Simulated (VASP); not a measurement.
**ZrN (rocksalt type): single point with PBE**

ZrN (rocksalt type):

```
Zr N
1.0
     0.00000    2.03989    2.03989
     2.03989    0.00000    2.03989
     2.03989    2.03989    0.00000
Zr N
1 1
Direct
  0.00000 0.00000 0.00000
  0.50000 0.50000 0.50000
```

This cell differs from its parent crystal: volume scaled by 0.7, to set the pressure.

* Program: VASP 6.6.1
* Task: single point
* Functional: PBE
* Potentials or basis: VASP PAW PBE potentials, release 64 (Zr_sv, N)
* Cutoff: 600 eV
* k mesh: 17 × 17 × 17
* Occupations: fermi-dirac, width 0.08 eV
* Spin: no spin polarisation
* Dipole correction: no
* Further INCAR settings: ALGO = Normal; EDIFF = 1e-06; NBANDS = 16

```yaml
Pressure: 190.2 GPa
```

Levels at points of the mesh, in eV from the Fermi level:
```csv
k point,band 5,band 6,band 7,band 8,band 9,band 10,band 11,band 12,band 13,band 14
"(0.00, 0.00, 0.00)",-17.34,-3.05,-3.05,-3.05,-0.65,-0.65,-0.65,2.47,2.47,6.95
```

Wall time 62 s on 1 thread of Intel Xeon 8259CL, on a shared host, peak memory 0.18 GiB.

Caveat: the cell differs from its parent crystal (volume scaled by 0.7, to set the pressure).
